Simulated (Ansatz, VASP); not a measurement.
# AgAuC4N4: VASP beside Ansatz

```
CELL_PARAMETERS angstrom
6.01253 0.00000 0.00000
0.00000 6.01253 0.00000
0.00000 0.00000 6.01253
ATOMIC_POSITIONS crystal
Ag 0.50000 0.50000 0.50000
C 0.18408 0.18408 0.18408
C 0.18408 0.81592 0.81592
C 0.81592 0.18408 0.81592
C 0.81592 0.81592 0.18408
Au 0.00000 0.00000 0.00000
N 0.29643 0.29643 0.29643
N 0.29643 0.70357 0.70357
N 0.70357 0.29643 0.70357
N 0.70357 0.70357 0.29643
```

Alike in both runs: task single point; functional PBE; k mesh 4 × 4 × 4; occupations gaussian, width 0.1 eV; no spin polarisation.

```csv
,VASP,Ansatz
version,VASP 6.6.1,Ansatz 0.2.0
potentials or method,"VASP PAW PBE potentials, release 64 (Ag, C, Au, N), cutoff 520 eV","scalar-relativistic, plane waves, PAW"
valence electrons in the cell,58,74
```

|  | VASP | Ansatz | Ansatz less VASP |
| --- | --- | --- | --- |
| gap on the k mesh at the Fermi level (eV) | none | none | - |
| pressure (GPa) | 6.8 | 6.6 | -0.22 |
| rms of the force components (eV/Å) | 0.716 | 0.834 | +0.1186 |

Atom by atom the forces differ by 0.199 eV/Å (rms over components). A gap of «none» marks a metal or a gap that the smearing closes. VASP's potentials hold 58 valence electrons a cell and Ansatz's 74, so a difference there can come from the potentials and not from the codes.

Spin-orbit coupling is off throughout. Noted on VASP's run: the standard files for N, O and F lose accuracy on very short bonds.
